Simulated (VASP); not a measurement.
# ZnS (F-43m) in VASP: a series of runs

ZnS is run at these levels: PBE; tasks: single point.

All numbers are computed with VASP 6.6.1; they aren't measurements. Logs are shortened: lines on timing, memory, paths and dates and some standing lists are left out, and cuts for length are marked.

## (1) The cell of the first run

It takes space group F-43m (No. 216, cubic). Conventional cell: a = 5.541 Å, b = 5.541 Å, c = 5.541 Å, α = 90.00°, β = 90.00°, γ = 90.00°. Zn (site symmetry -43m) has 4 S at 2.40 Å within 3.2 Å. Within 3.2 Å of S (site symmetry -43m) lie 4 Zn at 2.40 Å.

## (2) Single point, PBE

Input file INCAR:

```
SYSTEM = ZnS
ALGO = Normal
EDIFF = 1E-6
ENCUT = 500
GGA = PE
GGA_COMPAT = .FALSE.
ISIF = 2
ISMEAR = 0
LASPH = .TRUE.
LCHARG = .TRUE.
LELF = .TRUE.
LREAL = .FALSE.
LVHAR = .TRUE.
LWAVE = .FALSE.
NBANDS = 16
NELM = 120
PREC = Accurate
SIGMA = 0.05
```

Input file KPOINTS:

```
k-points
0
G
  6 6 6
  0 0 0
```

Input file POSCAR:

```
ZnS
1.0
    0.0000000000      2.7705884718      2.7705884718
    2.7705884718      0.0000000000      2.7705884718
    2.7705884718      2.7705884718      0.0000000000
Zn S
1 1
Direct
    0.0000000000      0.0000000000      0.0000000000
    0.2500000000      0.2500000000      0.2500000000
```

Potentials or basis: VASP PAW PBE potentials, release 64 (Zn, S).

On the command line:

```console
cat potpaw_PBE.64/Zn/POTCAR potpaw_PBE.64/S/POTCAR > POTCAR
mpirun -np 1 vasp_std > vasp.out
```

OUTCAR:

```text
SYSTEM = ZnS
   EDIFF = 1E-6
   ENCUT = 500
   GGA = PE
   ISIF = 2
   ISMEAR = 0
   LASPH = .TRUE.
   LREAL = .FALSE.
   NELM = 120
   PREC = Accurate

 ion  position               nearest neighbor table
   1  0.000  0.000  0.000-   2 2.40   2 2.40   2 2.40   2 2.40
   2  0.250  0.250  0.250-   1 2.40   1 2.40   1 2.40   1 2.40

  LATTYP: Found a face centered cubic cell.
 ALAT       =     5.5411769436

  Lattice vectors:

 A1 = (   0.0000000000,   2.7705884718,   2.7705884718)
 A2 = (   2.7705884718,   0.0000000000,   2.7705884718)
 A3 = (   2.7705884718,   2.7705884718,   0.0000000000)

Analysis of symmetry for initial positions (statically):
=====================================================================
 Subroutine PRICEL returns:
 Original cell was already a primitive cell.

 Routine SETGRP: Setting up the symmetry group for a
 face centered cubic supercell.

 Subroutine GETGRP returns: Found 24 space group operations
 (whereof 24 operations were pure point group operations)
 out of a pool of 48 trial point group operations.

The static configuration has the point symmetry T_d .

Analysis of symmetry for dynamics (positions and initial velocities):
=====================================================================
 Subroutine PRICEL returns:
 Original cell was already a primitive cell.

 Routine SETGRP: Setting up the symmetry group for a
 face centered cubic supercell.

 Subroutine GETGRP returns: Found 24 space group operations
 (whereof 24 operations were pure point group operations)
 out of a pool of 48 trial point group operations.

The dynamic configuration has the point symmetry T_d .

 Subroutine INISYM returns: Found 24 space group operations
 (whereof 24 operations are pure point group operations),
 and found     1 'primitive' translations

----------------------------------------------------------------------------------------

                                     Primitive cell

  volume of cell :      42.5350

  direct lattice vectors                    reciprocal lattice vectors
     0.000000000  2.770588472  2.770588472    -0.180467076  0.180467076  0.180467076
     2.770588472  0.000000000  2.770588472     0.180467076 -0.180467076  0.180467076
     2.770588472  2.770588472  0.000000000     0.180467076  0.180467076 -0.180467076

  length of vectors
     3.918203793  3.918203793  3.918203793     0.312578145  0.312578145  0.312578145

[... 70 lines left out ...]
   NELM   =    120;   NELMIN=  2; NELMDL= -5     # of ELM steps
   EDIFF  = 0.1E-05   stopping-criterion for ELM
   LREAL  =      F    real-space projection
   EDIFFG = 0.1E-04   stopping-criterion for IOM
   NSW    =      0    number of steps for IOM
   IBRION =     -1    ionic relax: 0-MD 1-quasi-New 2-CG
   NFREE  =      0    steps in history (QN), initial steepest desc. (CG)
   ISIF   =      2    stress and relaxation
   ISYM   =      2    0-nonsym 1-usesym 2-fastsym
   POTIM  = 0.5000    time-step for ionic-motion
   TEBEG  =    0.0;   TEEND  =   0.0 temperature during run
   PSTRESS=    0.0 pullay stress
   NELECT =      18.0000    total number of electrons
   NUPDOWN=      -1.0000    fix difference up-down
   EMIN   =  10.00;   EMAX   =-10.00  energy-range for DOS
   EFERMI =   0.00;   METHOD = LEGACY
   ISMEAR =     0;   SIGMA  =   0.05  broadening in eV -4-tet -1-fermi 0-gaus
   EFERMI_NEDOS =   21; number of points for ismear=-14 and -15
   IALGO  =     38    algorithm
   IMIX   =      4    mixing-type and parameters
     AMIX     =   0.40;   BMIX     =  1.00
     AMIX_MAG =   1.60;   BMIX_MAG =  1.00
  volume/ion in A,a.u.               =      21.27       143.52
  Fermi-wavevector in a.u.,A,eV,Ry     =   1.229090  2.322643 20.553804  1.510662
  Thomas-Fermi vector in A             =   2.363990
   LORBIT       =      0    0 simple, 1 ext, 2 COOP (PROOUT), +10 PAW based schemes
   GGA     = PE    functional components
   LHFCALC =     F    Hartree Fock is set to
   AEXX    =    0.0000 exact exchange contribution
   IVDW    =     0    specifies the selected vdW correction
   LEPSILON=     F    determine dielectric tensor
   LRPA    =     F    only Hartree local field effects (RPA)
 non-spin polarized calculation
 Gauss-broadening in eV      SIGMA  =   0.05
  energy-cutoff  :      500.00
  volume of cell :       42.53
 maximum number of plane-waves:      1106
 NGX is ok and might be reduce to    30
   NGX = 15   NGY = 15   NGZ = 15

 number of electron      17.9999988 magnetization

 Free energy of the ion-electron system (eV)
  ---------------------------------------------------
  ext. energy  EPLUGINS =         0.00000000
  ---------------------------------------------------
  free energy    TOTEN  =        -6.82797892 eV

  energy without entropy =       -6.82797892  energy(sigma->0) =       -6.82797892

 E-fermi :   1.6532     XC(G=0):  -9.2797

 val. band max:        1.4392241671   @ k =   0.0000   0.0000   0.0000
 cond. band min:       3.2294887310   @ k =   0.0000   0.0000   0.0000
 fundamental gap:      1.7902645639
 Fermi energy:         1.6532063579

 k-point     1 :       0.0000    0.0000    0.0000
  band No.  band energies     occupation
      1     -11.2062      2.00000
      2      -4.6345      2.00000
      3      -4.6345      2.00000
      4      -4.6345      2.00000
      5      -4.2214      2.00000
      6      -4.2214      2.00000
[... 281 lines left out ...]
      3      -4.3909      2.00000
      4      -4.3100      2.00000
      5      -4.2006      2.00000
      6      -3.9249      2.00000
[... 8 lines left out ...]
     15      15.0762      0.00000
     16      15.9018      0.00000

------------------------ aborting loop because EDIFF is reached ----------------------------------------

  FORCE on cell =-STRESS in cart. coord.  units (eV):
  Direction    XX          YY          ZZ          XY          YZ          ZX
  --------------------------------------------------------------------------------------
  -------------------------------------------------------------------------------------
  Total       -0.8441039     -0.8441039     -0.8441039      0.0000000     -0.0000000      0.0000000
  in kB      -31.7951166    -31.7951166    -31.7951166      0.0000000     -0.0000000      0.0000000
  external PRESSURE =     -31.7951166 kB  Pullay stress =       0.0000000 kB

 VOLUME and BASIS-vectors are now :
 -----------------------------------------------------------------------------
  energy-cutoff  :      500.00
  volume of cell :       42.53
      direct lattice vectors                 reciprocal lattice vectors
     0.000000000  2.770588472  2.770588472    -0.180467076  0.180467076  0.180467076
     2.770588472  0.000000000  2.770588472     0.180467076 -0.180467076  0.180467076
     2.770588472  2.770588472  0.000000000     0.180467076  0.180467076 -0.180467076

 POSITION                                       TOTAL-FORCE (eV/Angst)
 -----------------------------------------------------------------------------------
      0.00000      0.00000      0.00000         0.000000      0.000000      0.000000
      1.38529      1.38529      1.38529        -0.000000     -0.000000     -0.000000
 -----------------------------------------------------------------------------------
    total drift:                               -0.000000     -0.000000      0.000000

  FREE ENERGIE OF THE ION-ELECTRON SYSTEM (eV)
  ---------------------------------------------------
  free  energy   TOTEN  =        -6.8279789193 eV

  energy  without entropy=       -6.8279789192  energy(sigma->0) =       -6.82797892
```

OSZICAR:

```text
N       E                     dE             d eps       ncg     rms          rms(c)
DAV:   1     0.855519142574E+02    0.85552E+02   -0.85481E+03   512   0.126E+03
DAV:   2    -0.174770568522E+01   -0.87300E+02   -0.81728E+02   568   0.251E+02
DAV:   3    -0.720302179203E+01   -0.54553E+01   -0.54344E+01   640   0.618E+01
DAV:   4    -0.725893644095E+01   -0.55915E-01   -0.55902E-01   616   0.644E+00
DAV:   5    -0.725966959133E+01   -0.73315E-03   -0.73313E-03   648   0.700E-01    0.600E+00
DAV:   6    -0.684599762400E+01    0.41367E+00   -0.74048E-01   744   0.287E+01    0.474E+00
DAV:   7    -0.682820285585E+01    0.17795E-01   -0.23203E-01   600   0.417E+00    0.247E+00
DAV:   8    -0.682747347767E+01    0.72938E-03   -0.46908E-03   568   0.658E-01    0.634E-01
DAV:   9    -0.682779802380E+01   -0.32455E-03   -0.11033E-03   616   0.266E-01    0.111E-01
DAV:  10    -0.682797785058E+01   -0.17983E-03   -0.18443E-04   608   0.155E-01    0.581E-02
DAV:  11    -0.682797731888E+01    0.53170E-06   -0.41549E-05   632   0.110E-01    0.570E-03
DAV:  12    -0.682797880536E+01   -0.14865E-05   -0.38245E-06   632   0.229E-02    0.463E-03
DAV:  13    -0.682797891925E+01   -0.11389E-06   -0.65330E-07   504   0.106E-02
   1 F= -.68279789E+01 E0= -.68279789E+01  d E =-.435311E-11
```

It took 11 s on 1 thread of Intel Xeon 6975P-C (Granite Rapids), shared host; peak memory 0.16 GiB.

What came out:

```
Free energy            : -6.8280 eV
Pressure               : -3.2 GPa
Band gap on the k mesh : 1.79 eV, direct
```

Levels at points of the mesh, in eV from the valence-band top:
| k point | band 7 | band 8 | band 9 | band 10 | band 11 | band 12 |
| --- | --- | --- | --- | --- | --- | --- |
| (0.00, 0.00, 0.00) | 0.00 | 0.00 | 0.00 | 1.79 | 6.43 | 6.43 |
| (0.50, 0.00, 0.00) | -4.82 | -0.76 | -0.76 | 3.15 | 6.95 | 6.95 |
| (0.50, 0.50, 0.00) | -4.27 | -1.96 | -1.96 | 3.57 | 4.05 | 10.47 |

## (3) Single point, PBE

This run uses another cell than the first one, of 20.69 Å³/atom, 0.973 times its volume.

Input file INCAR:

```
ALGO = Normal ; EDIFF = 1E-6
ENCUT = 500 ; GGA = PE
GGA_COMPAT = False ; ISIF = 2
ISMEAR = 0 ; LASPH = True
LCHARG = True ; LELF = True
LREAL = False ; LVHAR = True
LWAVE = False ; NBANDS = 16
NELM = 120 ; PREC = Accurate
SIGMA = 0.05
```

Input file KPOINTS:

```
k-points
0
Gamma
  6 6 6
```

Input file POSCAR:

```
ZnS
1.0
    0.0000000000      2.7451239045      2.7451239045
    2.7451239045      0.0000000000      2.7451239045
    2.7451239045      2.7451239045      0.0000000000
Zn S
1 1
Direct
    0.0000000000      0.0000000000      0.0000000000
    0.2500000000      0.2500000000      0.2500000000
```

Potentials or basis: VASP PAW PBE potentials, release 64 (Zn, S).

On the command line:

```console
cat potpaw_PBE.64/Zn/POTCAR potpaw_PBE.64/S/POTCAR > POTCAR
mpirun -np 1 vasp_std > vasp.out
```

It took 8.3 s on 1 thread of Intel Xeon 6975P-C (Granite Rapids), shared host; peak memory 0.15 GiB.

The run converged. Its results:

* Free energy: -6.8449 eV
* Pressure: -1.5 GPa
* Band gap on the k mesh: 1.91 eV, direct

Levels at points of the mesh, in eV from the valence-band top:
```
           k point  band 7  band 8  band 9  band 10  band 11  band 12
(0.00, 0.00, 0.00)    0.00    0.00    0.00     1.91     6.42     6.42
(0.50, 0.00, 0.00)   -4.99   -0.80   -0.80     3.21     6.95     6.95
(0.50, 0.50, 0.00)   -4.38   -2.05   -2.05     3.51     4.07    10.65
```
